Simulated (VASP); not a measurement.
Write the native input for VASP 6.6.1 that does the following.

- Task: single point
- Functional: r2SCAN
- Potentials or basis: VASP PAW PBE potentials, release 64 (Sc_sv, Pt)
- Cutoff: 520 eV
- k mesh: 10 × 10 × 10
- Occupations: gaussian, width 0.1 eV
- Spin: no spin polarisation
- Dipole correction: no
- Further INCAR settings: ALGO = Normal; EDIFF = 1e-06; NBANDS = 28

Crystal: ScPt3.

```xyz
4
Lattice="4.1056 0.0000 0.0000 0.0000 4.1056 0.0000 0.0000 0.0000 4.1056" Properties=species:S:1:pos:R:3 pbc="T T T"
Sc    0.0000    0.0000    0.0000
Pt    0.0000    2.0528    2.0528
Pt    2.0528    0.0000    2.0528
Pt    2.0528    2.0528    0.0000
```

This cell differs from its parent crystal: volume scaled by 1.10.

These files were run (other wordings do the same):

POSCAR

```
ScPt3
1.0
    4.1056032414      0.0000000000      0.0000000000
    0.0000000000      4.1056032414      0.0000000000
    0.0000000000      0.0000000000      4.1056032414
Sc Pt
1 3
Direct
    0.0000000000      0.0000000000      0.0000000000
    0.0000000000      0.5000000000      0.5000000000
    0.5000000000      0.0000000000      0.5000000000
    0.5000000000      0.5000000000      0.0000000000
```

INCAR.step1

```
PREC = Accurate
ENCUT = 520
ISMEAR = 0
SIGMA = 0.1
LREAL = F
LASPH = T
NELM = 60
NBANDS = 28
GGA = PE
ALGO = Normal
EDIFF = 1E-4
LWAVE = T
LCHARG = F
```

INCAR.step2

```
PREC = Accurate
ENCUT = 520
EDIFF = 1E-6
ISMEAR = 0
SIGMA = 0.1
LREAL = F
LASPH = T
NELM = 60
ALGO = Normal
ISIF = 2
LWAVE = F
LCHARG = F
METAGGA = R2SCAN
LMIXTAU = T
NBANDS = 28
ISTART = 1
```

KPOINTS

```
regular mesh
0
Gamma
  10 10 10
```

Potentials or basis: VASP PAW PBE potentials, release 64 (Sc_sv, Pt).

Run with:

```sh
$ cat potpaw_PBE.64/Sc_sv/POTCAR potpaw_PBE.64/Pt/POTCAR > POTCAR
$ cp INCAR.step1 INCAR
$ mpirun -np 1 vasp_std > vasp.out
$ cp INCAR.step2 INCAR
$ mpirun -np 1 vasp_std > vasp.out
```

It gave:

The pressure is -15.8 GPa.

Caveat: the PAW data sets were made with another functional, which shifts forces and pressure a little.

It took 3.3 min on 1 thread of Intel(R) Xeon(R) Platinum 8488C (Sapphire Rapids) (shared host), peak memory 0.25 GiB.
